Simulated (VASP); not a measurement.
# Bi (Im-3m) in VASP: further runs

Runs on Bi. Level: PBE. Tasks: relaxation of cell and atoms, single point.

All numbers are computed with VASP 6.6.1; they aren't measurements. Logs are shortened: lines on timing, memory, paths and dates and some standing lists are left out, and cuts for length are marked.

**1. The cell of the first run**

Symmetry: Im-3m, No. 229, cubic system. The conventional cell has a = 3.696 Å, b = 3.696 Å, c = 3.696 Å, α = 90.00°, β = 90.00°, γ = 90.00°. Within 4.2 Å of Bi (site symmetry m-3m) lie 14 Bi at 3.20 to 3.70 Å.

**2. Relaxation of cell and atoms, PBE, target pressure 20.2 GPa, at which the enthalpy is minimised**

INCAR

```
PREC = Accurate
ENCUT = 600
EDIFF = 1E-7
ISMEAR = 0
SIGMA = 0.1
LREAL = F
LASPH = T
NELM = 60
ALGO = Normal
ISIF = 3
LWAVE = F
LCHARG = F
GGA = PE
IBRION = 2
NSW = 80
EDIFFG = -0.05
PSTRESS = 202.0
```

KPOINTS

```
Automatic mesh
0
Gamma
  8 8 8
```

POSCAR

```
Bi
1.0
   -1.8480480384      1.8480480384      1.8480480384
    1.8480480384     -1.8480480384      1.8480480384
    1.8480480384      1.8480480384     -1.8480480384
Bi
1
Direct
    0.0000000000      0.0000000000      0.0000000000
```

Potentials or basis: VASP PAW PBE potentials, release 64 (Bi_d).

Launch:

```console
> cat potpaw_PBE.64/Bi_d/POTCAR > POTCAR
> mpirun -np 1 vasp_std > vasp.out
```

OUTCAR:

```text
PREC = Accurate
   ENCUT = 600
   EDIFF = 1E-7
   ISMEAR = 0
   LREAL = F
   LASPH = T
   NELM = 60
   ISIF = 3
   GGA = PE
   IBRION = 2
   NSW = 80
   EDIFFG = -0.05
   PSTRESS = 202.0

 ion  position               nearest neighbor table
   1  0.000  0.000  0.000-

  LATTYP: Found a body centered cubic cell.
 ALAT       =     3.6960960768

  Lattice vectors:

 A1 = (  -1.8480480384,   1.8480480384,   1.8480480384)
 A2 = (   1.8480480384,  -1.8480480384,   1.8480480384)
 A3 = (   1.8480480384,   1.8480480384,  -1.8480480384)

Analysis of symmetry for initial positions (statically):
=====================================================================
 Subroutine PRICEL returns:
 Original cell was already a primitive cell.

 Routine SETGRP: Setting up the symmetry group for a
 body centered cubic supercell.

 Subroutine GETGRP returns: Found 48 space group operations
 (whereof 48 operations were pure point group operations)
 out of a pool of 48 trial point group operations.

The static configuration has the point symmetry O_h .

Analysis of symmetry for dynamics (positions and initial velocities):
=====================================================================
 Subroutine PRICEL returns:
 Original cell was already a primitive cell.

 Routine SETGRP: Setting up the symmetry group for a
 body centered cubic supercell.

 Subroutine GETGRP returns: Found 48 space group operations
 (whereof 48 operations were pure point group operations)
 out of a pool of 48 trial point group operations.

The dynamic configuration has the point symmetry O_h .

 Subroutine INISYM returns: Found 48 space group operations
 (whereof 48 operations are pure point group operations),
 and found     1 'primitive' translations

----------------------------------------------------------------------------------------

                                     Primitive cell

  volume of cell :      25.2464

  direct lattice vectors                    reciprocal lattice vectors
    -1.848048038  1.848048038  1.848048038     0.000000000  0.270555738  0.270555738
     1.848048038 -1.848048038  1.848048038     0.270555738  0.000000000  0.270555738
     1.848048038  1.848048038 -1.848048038     0.270555738  0.270555738  0.000000000

  length of vectors
     3.200913097  3.200913097  3.200913097     0.382623593  0.382623593  0.382623593

  position of ions in fractional coordinates (direct lattice)
     0.000000000  0.000000000  0.000000000

  ion indices of the primitive-cell ions
   primitive index   ion index
                 1           1

----------------------------------------------------------------------------------------

 KPOINTS: Automatic mesh

Automatic generation of k-mesh.
 Grid dimensions read from file:
 generate k-points for:    8    8    8

 Generating k-lattice:

  Cartesian coordinates                     Fractional coordinates (reciprocal lattice)
     0.000000000  0.033819467  0.033819467     0.125000000  0.000000000  0.000000000
     0.033819467  0.000000000  0.033819467     0.000000000  0.125000000  0.000000000
     0.033819467  0.033819467  0.000000000     0.000000000  0.000000000  0.125000000

  Length of vectors
     0.047827949  0.047827949  0.047827949

  Shift w.r.t. Gamma in fractional coordinates (k-lattice)
     0.000000000  0.000000000  0.000000000

 Subroutine IBZKPT returns following result:
 ===========================================

 Found     29 irreducible k-points:

 Following reciprocal coordinates:
            Coordinates               Weight
  0.000000  0.000000  0.000000      1.000000
  0.125000  0.000000  0.000000     12.000000
  0.250000  0.000000  0.000000     12.000000
  0.375000  0.000000  0.000000     12.000000
  0.500000  0.000000  0.000000      6.000000
  0.125000  0.125000  0.000000     24.000000
[... 16 lines left out ...]
 -0.250000  0.250000  0.250000      6.000000
 -0.375000  0.375000  0.250000     24.000000
 [... further k-points ...]
   k-points           NKPTS =     29   k-points in BZ     NKDIM =     29   number of bands    NBANDS=     11
   number of dos      NEDOS =    301   number of ions     NIONS =      1
   total plane-waves  NPLWV =  21952
   dimension x,y,z NGX =    28 NGY =   28 NGZ =   28
   dimension x,y,z NGXF=    56 NGYF=   56 NGZF=   56
   ions per type =               1
   NGX,Y,Z   is equivalent  to a cutoff of  14.54, 14.54, 14.54 a.u.
   NGXF,Y,Z  is equivalent  to a cutoff of  29.08, 29.08, 29.08 a.u.
 SYSTEM =  unknown system
   PREC   = accura    normal or accurate (medium, high low for compatibility)
   ISTART =      0    job   : 0-new  1-cont  2-samecut
   ICHARG =      2    charge: 1-file 2-atom 10-const
   ISPIN  =      1    spin polarized calculation?
   LNONCOLLINEAR =      F non collinear calculations
   LSORBIT =      F    spin-orbit coupling
   LASPH  =      T    aspherical Exc in radial PAW
   ENCUT  =  600.0 eV  44.10 Ry    6.64 a.u.   6.39  6.39  6.39*2*pi/ulx,y,z
[... 32 lines left out ...]
 conjugate gradient relaxation of ions
 non-spin polarized calculation
 Gauss-broadening in eV      SIGMA  =   0.10
  energy-cutoff  :      600.00
  volume of cell :       25.25
 maximum number of plane-waves:       887
 NGX is ok and might be reduce to    28
   NGX = 13   NGY = 13   NGZ = 13

 number of electron      15.0000005 magnetization

 Free energy of the ion-electron system (eV)
  ---------------------------------------------------
  ext. energy  EPLUGINS =         0.00000000
  ---------------------------------------------------
  free energy    TOTEN  =        -3.41543107 eV

  energy without entropy =       -3.41203825  energy(sigma->0) =       -3.41373466

 E-fermi :  10.7262     XC(G=0): -11.3317

 val. band max:       10.5985528778   @ k =  -0.3750   0.3750   0.2500
 cond. band min:      10.7391722823   @ k =  -0.2500   0.3750   0.1250
 fundamental gap:      0.1406194045
 Fermi energy:        10.7261752248

 k-point     1 :       0.0000    0.0000    0.0000
  band No.  band energies     occupation
      1     -12.4797      2.00000
      2     -12.4797      2.00000
      3     -12.4797      2.00000
      4     -12.2285      2.00000
      5     -12.2285      2.00000
      6      -4.3898      2.00000
      7      17.6271      0.00000
      8      17.6271      0.00000
      9      17.6271      0.00000
     10      21.2378      0.00000
     11      21.2378      0.00000

 k-point     2 :       0.1250    0.0000    0.0000
  band No.  band energies     occupation
      1     -12.4921      2.00000
      2     -12.4630      2.00000
      3     -12.4218      2.00000
      4     -12.2421      2.00000
      5     -12.2302      2.00000
      6      -4.0265      2.00000
      7      14.6518      0.00000
      8      16.5113      0.00000
      9      17.1369      0.00000
     10      19.8575      0.00000
     11      20.5799      0.00000

 k-point     3 :       0.2500    0.0000    0.0000
  band No.  band energies     occupation
      1     -12.5220      2.00000
      2     -12.4392      2.00000
      3     -12.2791      2.00000
      4     -12.2622      2.00000
      5     -12.2339      2.00000
      6      -2.9461      2.00000
      7      10.2417      2.00000
      8      14.6652      0.00000
      9      16.0314      0.00000
     10      18.5863      0.00000
     11      19.7158      0.00000

 k-point     4 :       0.3750    0.0000    0.0000
  band No.  band energies     occupation
      1     -12.5518      2.00000
      2     -12.4483      2.00000
      3     -12.2541      2.00000
      4     -12.2374      2.00000
      5     -12.1321      2.00000
      6      -1.2668      2.00000
      7       6.3969      2.00000
      8      13.2996      0.00000
      9      15.1187      0.00000
     10      17.8758      0.00000
     11      19.1704      0.00000
[... 239 lines left out ...]
 k-point    22 :       0.2500    0.2500    0.2500
  band No.  band energies     occupation
      1     -12.3602      2.00000
      2     -12.3602      2.00000
      3     -12.3602      2.00000
      4     -12.2369      2.00000
      5     -12.2369      2.00000
      6       0.8460      2.00000
      7       7.7601      2.00000
      8       7.7601      2.00000
      9       7.7601      2.00000
     10      27.6154      0.00000
     11      27.6155      0.00000

 k-point    23 :      -0.2500    0.2500    0.2500
  band No.  band energies     occupation
      1     -12.3737      2.00000
      2     -12.3268      2.00000
      3     -12.3268      2.00000
      4     -12.2943      2.00000
      5     -12.2907      2.00000
      6      -1.5506      2.00000
      7      10.3468      2.00000
      8      11.8442      0.00000
      9      11.8442      0.00000
     10      16.1275      0.00000
     11      23.8706      0.00000

 k-point    24 :      -0.3750    0.3750    0.2500
  band No.  band energies     occupation
      1     -12.4243      2.00000
      2     -12.3547      2.00000
      3     -12.3335      2.00000
      4     -12.2539      2.00000
      5     -12.1543      2.00000
      6       0.0284      2.00000
      7       7.6501      2.00000
      8      10.5986      1.92890
      9      11.5022      0.00000
     10      16.2044      0.00000
     11      20.9740      0.00000

 [... further k-points ...]
[... 5 lines left out ...]
  --------------------------------------------------------------------------------------
  -------------------------------------------------------------------------------------
  Total        3.1366074      3.1366074      3.1366074     -0.0000000     -0.0000000      0.0000000
  in kB      199.0540319    199.0540319    199.0540319     -0.0000000     -0.0000000      0.0000000
  external PRESSURE =      -2.9459681 kB  Pullay stress =     202.0000000 kB

 VOLUME and BASIS-vectors are now :
 -----------------------------------------------------------------------------
  energy-cutoff  :      600.00
  volume of cell :       25.25
      direct lattice vectors                 reciprocal lattice vectors
    -1.848048038  1.848048038  1.848048038     0.000000000  0.270555738  0.270555738
     1.848048038 -1.848048038  1.848048038     0.270555738  0.000000000  0.270555738
     1.848048038  1.848048038 -1.848048038     0.270555738  0.270555738  0.000000000

 POSITION                                       TOTAL-FORCE (eV/Angst)
 -----------------------------------------------------------------------------------
      0.00000      0.00000      0.00000         0.000000      0.000000      0.000000
 -----------------------------------------------------------------------------------
    total drift:                                0.000000      0.000000      0.000000

  FREE ENERGIE OF THE ION-ELECTRON SYSTEM (eV)
  ---------------------------------------------------
  free  energy   TOTEN  =        -3.4154310702 eV

  energy  without entropy=       -3.4120382539  energy(sigma->0) =       -3.41373466

  enthalpy is  TOTEN    =        -0.2324024266 eV   P V=        3.1830286436

 reached required accuracy - stopping structural energy minimisation
```

Run time: 15 s. Hardware: 1 thread of AMD EPYC 7R13, shared host; peak memory 0.13 GiB.

What came out:

```yaml
Free_energy: -3.4154 eV
Pressure_after_relaxing: 19.9 GPa
```

Final structure:
```yaml
crystal:
  lattice:
    - [-1.84805, 1.84805, 1.84805]
    - [1.84805, -1.84805, 1.84805]
    - [1.84805, 1.84805, -1.84805]
  atoms:
    - { symbol: Bi, position: [0.00000, 0.00000, 0.00000] }
```

Caveat: the relaxation stopped at its first step, so nothing moved; the cell is relaxed towards a set pressure, so the enthalpy falls and the energy may rise; spin-orbit coupling is left out, which moves the levels of the heavy elements.

**3. Relaxation of cell and atoms, PBE, target pressure 20.2 GPa, at which the enthalpy is minimised**

This run uses another cell than the first one, of 31.12 Å³/atom, 1.233 times its volume.

INCAR

```
SYSTEM = Bi
PREC = Accurate
ENCUT = 600
EDIFF = 1E-6
ISMEAR = 0
SIGMA = 0.1
LREAL = .False.
LASPH = .True.
NELM = 80
ALGO = Fast
ISIF = 3
LWAVE = .False.
LCHARG = .False.
GGA = PE
IBRION = 2
NSW = 80
EDIFFG = -0.05
PSTRESS = 202.0
```

KPOINTS

```
regular mesh
0
Gamma
  8 8 8
  0 0 0
```

POSCAR

```
Bi
1.0
   -1.9814305318      1.9814305318      1.9814305318
    1.9814305318     -1.9814305318      1.9814305318
    1.9814305318      1.9814305318     -1.9814305318
Bi
1
Direct
    0.0000000000      0.0000000000      0.0000000000
```

Potentials or basis: VASP PAW PBE potentials, release 64 (Bi_d).

Launch:

```console
> cat potpaw_PBE.64/Bi_d/POTCAR > POTCAR
> mpirun -np 1 vasp_std > vasp.out
```

It took 3.6 min on 1 thread of AMD EPYC 7R13, shared host; peak memory 0.14 GiB.

The run converged. Its results:

```yaml
Free_energy: -3.4168 eV
Relaxed_volume: 25.26 Å³/atom
Relaxed_cell: a = 3.201 Å, b = 3.201 Å, c = 3.201 Å, α = 109.47°, β = 109.47°, γ = 109.47°
Space_group_after_relaxing_to_0.05_Å: Im-3m (No. 229)
Energy_change_on_relaxing_the_enthalpy_is_what_falls: +312.0 meV/atom
Ionic_steps: 6
Pressure_after_relaxing: 19.9 GPa
```

The path:
| step | energy change (eV) | largest force (eV/Å) | pressure (GPa) | volume (Å³) |
| --- | --- | --- | --- | --- |
| 1 | 0.0000 | 0.0000 | 0.61 | 31.12 |
| 2 | 3.5586 | 0.0000 | 140.52 | 16.93 |
| 3 | 5.5955 | 0.0000 | 18.47 | 25.80 |
| 4 | 0.2731 | 0.0000 | 18.14 | 25.58 |
| 5 | 1.2562 | 0.0000 | 55.39 | 20.96 |
| 6 | 0.3120 | 0.0000 | 19.90 | 25.26 |

Final structure:
```cif
data_structure
_symmetry_space_group_name_H-M 'P 1'
_symmetry_Int_Tables_number 1
_cell_length_a 3.2013
_cell_length_b 3.2013
_cell_length_c 3.2013
_cell_angle_alpha 109.471
_cell_angle_beta 109.471
_cell_angle_gamma 109.471
_cell_volume 25.26
loop_
_atom_site_label
_atom_site_type_symbol
_atom_site_fract_x
_atom_site_fract_y
_atom_site_fract_z
_atom_site_occupancy
Bi1 Bi 0.00000 0.00000 0.00000 1
```

Levels at points of the mesh, in eV from the Fermi level:
| k point | band 4 | band 5 | band 6 | band 7 | band 8 | band 9 | band 10 | band 11 |
| --- | --- | --- | --- | --- | --- | --- | --- | --- |
| (0.00, 0.00, 0.00) | -22.95 | -22.95 | -15.11 | 6.90 | 6.90 | 10.51 | 14.34 | 14.70 |
| (0.50, 0.00, 0.00) | -22.96 | -22.80 | -10.72 | -6.34 | 2.08 | 6.92 | 8.34 | 19.30 |
| (0.50, 0.50, 0.50) | -22.83 | -22.83 | -7.51 | -2.24 | -2.24 | -2.24 | 3.43 | 3.43 |

Caveat: the cell is relaxed towards a set pressure, so the enthalpy falls and the energy may rise; the volume moved by over 15 % at a fixed basis, so the end points are rough; spin-orbit coupling is left out, which moves the levels of the heavy elements.

**4. Relaxation of cell and atoms, PBE, target pressure 40.8 GPa, at which the enthalpy is minimised**

This run uses another cell than the first one, of 31.12 Å³/atom, 1.233 times its volume.

INCAR

```
SYSTEM = Bi
PREC     = Accurate       ! precision mode
ENCUT    = 600            ! plane-wave cutoff, eV
EDIFF    = 1E-6           ! SCF threshold, eV
ISMEAR   = 0              ! smearing method
SIGMA    = 0.1            ! smearing width, eV
LREAL    = .False.        ! projectors in reciprocal space
LASPH    = .True.         ! aspherical terms in the spheres
NELM     = 60             ! most SCF steps
ALGO     = Normal         ! electronic algorithm
ISIF     = 3              ! what is computed and relaxed
LWAVE    = .False.        ! write WAVECAR
LCHARG   = .False.        ! write CHGCAR
GGA      = PE             ! functional
IBRION   = 2              ! ionic algorithm
NSW      = 80             ! ionic steps
EDIFFG   = -0.05          ! ionic threshold
PSTRESS  = 408.0
```

KPOINTS is that of step 3.

POSCAR is that of step 3.

Launch:

```console
> cat potpaw_PBE.64/Bi_d/POTCAR > POTCAR
> mpirun -np 1 vasp_std > vasp.out
```

Wall time 2.3 min (1 thread of AMD EPYC 7R13, shared host); peak memory 0.16 GiB.

The run converged. Its results:

```
Free energy                                            : -2.8764 eV
Relaxed volume                                         : 22.32 Å³/atom
Relaxed cell                                           : a = 3.072 Å, b = 3.072 Å, c = 3.072 Å, α = 109.47°, β = 109.47°, γ = 109.47°
Space group after relaxing (to 0.05 Å)                 : Im-3m (No. 229)
Energy change on relaxing (the enthalpy is what falls) : +852.4 meV/atom
Ionic steps                                            : 9
Pressure after relaxing                                : 40.8 GPa
```

Step by step:
| step | energy change (eV) | largest force (eV/Å) | pressure (GPa) | volume (Å³) |
| --- | --- | --- | --- | --- |
| 1 | 0.0000 | 0.0000 | 0.60 | 31.12 |
| 2 | 41.0553 | 0.0000 | 2024.55 | 7.54 |
| 3 | 0.0567 | 0.0000 | 6.84 | 28.48 |
| 4 | 0.1682 | 0.0000 | 13.15 | 26.66 |
| 5 | 1.0542 | 0.0000 | 48.02 | 21.59 |
| 6 | 0.8261 | 0.0000 | 39.86 | 22.42 |
| 7 | 0.8653 | 0.0000 | 41.23 | 22.27 |
| 8 | 0.8235 | 0.0000 | 39.66 | 22.44 |
| 9 | 0.8524 | 0.0000 | 40.78 | 22.32 |

Final structure:
```cif
data_structure
_symmetry_space_group_name_H-M 'P 1'
_symmetry_Int_Tables_number 1
_cell_length_a 3.0721
_cell_length_b 3.0721
_cell_length_c 3.0721
_cell_angle_alpha 109.471
_cell_angle_beta 109.471
_cell_angle_gamma 109.471
_cell_volume 22.32
loop_
_atom_site_label
_atom_site_type_symbol
_atom_site_fract_x
_atom_site_fract_y
_atom_site_fract_z
_atom_site_occupancy
Bi1 Bi 0.00000 0.00000 0.00000 1
```

Levels at points of the mesh, in eV from the Fermi level:
| k point | band 6 | band 7 | band 8 | band 9 | band 10 | band 11 |
| --- | --- | --- | --- | --- | --- | --- |
| (0.00, 0.00, 0.00) | -16.32 | 8.11 | 8.11 | 8.11 | 10.39 | 10.39 |
| (0.50, 0.00, 0.00) | -10.95 | -7.25 | 2.37 | 4.27 | 7.60 | 8.74 |
| (0.50, 0.50, 0.50) | -6.91 | -2.60 | -2.60 | -2.60 | 3.37 | 3.37 |

Caveat: the cell is relaxed towards a set pressure, so the enthalpy falls and the energy may rise; the volume moved by over 15 % at a fixed basis, so the end points are rough; spin-orbit coupling is left out, which moves the levels of the heavy elements.

**5. Single point, PBE**

This run uses another cell than the first one, of 25.17 Å³/atom, 0.997 times its volume.

INCAR

```
SYSTEM = Bi
PREC = Accurate ; ENCUT = 520
EDIFF = 1E-7 ; ISMEAR = -1
SIGMA = 0.1 ; LREAL = .False.
LASPH = .True. ; NELM = 80
ALGO = Normal ; ISIF = 2
LWAVE = .False. ; LCHARG = .True.
GGA = PE ; LELF = .True.
LVHAR = .True. ; NBANDS = 14
```

KPOINTS

```
Automatic mesh
0
Gamma
  16 16 16
  0 0 0
```

POSCAR

```
Bi
1.0
   -1.8461855456      1.8461855456      1.8461855456
    1.8461855456     -1.8461855456      1.8461855456
    1.8461855456      1.8461855456     -1.8461855456
Bi
1
Direct
    0.0000000000      0.0000000000      0.0000000000
```

Launch:

```console
> cat potpaw_PBE.64/Bi_d/POTCAR > POTCAR
> mpirun -np 1 vasp_std > vasp.out
```

It took 68 s on 1 thread of AMD EPYC 7R13, shared host; peak memory 0.14 GiB.

It converged, with:

```yaml
Free_energy: -3.4398 eV
Pressure: 20.1 GPa
```

Levels at points of the mesh, in eV from the Fermi level:
```
           k point  band 6  band 7  band 8  band 9  band 10  band 11
(0.00, 0.00, 0.00)  -15.20    6.87    6.87    6.87    10.45    10.45
(0.50, 0.00, 0.00)  -10.78   -6.42    2.03    4.01     6.88     8.22
(0.50, 0.50, 0.50)   -7.55   -2.31   -2.31   -2.31     3.37     3.37
```

Caveat: spin-orbit coupling is left out, which moves the levels of the heavy elements.

**6. Summary**

| task | cell | k mesh | cutoff (eV) | smearing | gap on the mesh (eV) | pressure (GPa) |
| --- | --- | --- | --- | --- | --- | --- |
| relaxation of cell and atoms | relaxed to 20.2 GPa from a = 3.201 Å, angles 109.5°, 1 atom | 8 × 8 × 8 | 600 | gaussian 0.1 eV | none | 19.9 |
| relaxation of cell and atoms | relaxed to 20.2 GPa from a = 3.432 Å, angles 109.5°, 1 atom | 8 × 8 × 8 | 600 | gaussian 0.1 eV | none | 19.9 |
| relaxation of cell and atoms | relaxed to 40.8 GPa from a = 3.432 Å, angles 109.5°, 1 atom | 8 × 8 × 8 | 600 | gaussian 0.1 eV | none | 40.8 |
| single point | a = 3.198 Å, angles 109.5°, 1 atom | 16 × 16 × 16 | 520 | fermi-dirac 0.1 eV | none | 20.1 |

Alike in all rows: level PBE; potentials or basis VASP PAW PBE potentials, release 64 (Bi_d); no spin polarisation.

Caveats: spin-orbit coupling is left out, which moves the levels of the heavy elements; the cell is relaxed towards a set pressure, so the enthalpy falls and the energy may rise (some runs); the volume moved by over 15 % at a fixed basis, so the end points are rough (some runs); the relaxation stopped at its first step, so nothing moved (some runs).

Total energies depend on the potentials used, so only differences within one code and one set of settings carry meaning.
